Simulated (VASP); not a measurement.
A run of VASP 6.6.1 is set up as follows.

File INCAR:

```
SYSTEM = Cd
PREC = Accurate ; ENCUT = 520
EDIFF = 1E-6 ; ISMEAR = 0
SIGMA = 0.1 ; LREAL = .False.
LASPH = .True. ; NELM = 100
ALGO = Fast ; ISIF = 2
LWAVE = .False. ; LCHARG = .False.
GGA = PS ; NBANDS = 19
```

KPOINTS

```
regular mesh
0
Gamma
  24 24 10
  0 0 0
```

POSCAR

```
Cd
1.0
    2.9442134660      0.0000000000      0.0000000000
   -1.4721067330      2.5497636557      0.0000000000
    0.0000000000      0.0000000000      5.7225201329
Cd
2
Direct
    0.3333333333      0.6666666667      0.2500000000
    0.6666666667      0.3333333333      0.7500000000
```

Potentials or basis: VASP PAW PBE potentials, release 64 (Cd).

Command:

```console
$ cat potpaw_PBE.64/Cd/POTCAR > POTCAR
$ mpirun -np 1 vasp_std > vasp.out
```

Task: Estimate the band gap on the k mesh.

Result: Zero (band 12 reaches 4.29 eV, above the bottom of band 13 at -0.36 eV).

Task: What does it give for the pressure?

Result: -0.4 GPa.

Stress tensor (GPa, compression positive):
```
 0.07  0.00  0.00
 0.00  0.07  0.00
 0.00  0.00 -1.23
```

Caveat: the cell differs from its parent crystal (strain along c alone, the other axes held: +2.0 %); the PAW data sets were made with another functional, which shifts forces and pressure a little.
